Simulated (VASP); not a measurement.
Li3Os, 8 atoms in the cell. The structure is tetragonal, space group P4/mmm (No. 123). The conventional cell has a = 4.570 Å, b = 4.570 Å, c = 2.448 Å, α = 90.00°, β = 90.00°, γ = 90.00°. Within 3.3 Å of Os (site symmetry 4/mmm) lie 2 Os at 2.45 Å and 12 Li at 2.59 to 3.23 Å. Li (site symmetry mmm) has 10 Li at 2.45 to 3.23 Å and 4 Os at 2.59 Å within 3.3 Å. Li (site symmetry 4/mmm) has 10 Li at 2.45 to 2.59 Å and 4 Os at 3.23 Å within 3.3 Å. 

| Property | Result |
| --- | --- |
| Program | VASP 6.6.1 |
| Task | single point |
| Functional | LDA |
| Potentials or basis | VASP PAW LDA potentials, release 64 (Os, Li_sv) |
| Cutoff | 750 eV |
| k mesh | 6 × 6 × 6 |
| Occupations | fermi-dirac, width 0.1 eV |
| Spin | no spin polarisation |
| Dipole correction | no |
| Further INCAR settings | ALGO = Normal; EDIFF = 1e-06; NBANDS = 27 |

Potentials or basis: VASP PAW LDA potentials, release 64 (Os, Li_sv).

The run is started by

```bash
$ cat potpaw_LDA.64/Os/POTCAR potpaw_LDA.64/Li_sv/POTCAR > POTCAR
$ mpirun -np 1 vasp_std > vasp.out
```

Hardware: 1 thread of AMD EPYC 9R45 96-Core Processor (Zen 5) (shared host).

Problem. Estimate the wall time of this run.

Solution. Wall time 98 s on 1 thread of AMD EPYC 9R45 96-Core Processor (Zen 5) (shared host), peak memory 0.29 GiB. Counts: scf iterations 13, k points 30.
